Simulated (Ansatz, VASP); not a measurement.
# Two plane-wave programs on GaN

```
Ga N
1.0
     3.30003    0.00000    0.00000
    -1.65002    2.85791    0.00000
     0.00000    0.00000    4.75588
Ga N
2 2
Direct
  0.33333 0.66667 0.25000
  0.66667 0.33333 0.75000
  0.66667 0.33333 0.25000
  0.33333 0.66667 0.75000
```

Alike in both runs: task single point; functional PBEsol; k mesh 6 × 6 × 4; no spin polarisation.

|  | VASP | Ansatz |
| --- | --- | --- |
| version | VASP 6.6.1 | Ansatz 0.2.0 |
| potentials or method | VASP PAW PBE potentials, release 64 (Ga_d, N) | plane waves |
| plane-wave cutoff (eV) | 600 | 420 |
| occupations | gaussian, width 0.01 eV | fixed |
| valence electrons in the cell | 36 | 36 |

|  | VASP | Ansatz | Ansatz less VASP |
| --- | --- | --- | --- |
| gap on the k mesh at the Fermi level (eV) | 1.41 | 1.40 | -0.012 |
| pressure (GPa) | -0.3 | 0.1 | +0.34 |
| traceless stress, the component that is largest in VASP (GPa) | -0.13 | -0.66 | -0.527 |

VASP's potentials were made for PBE, not for PBEsol.
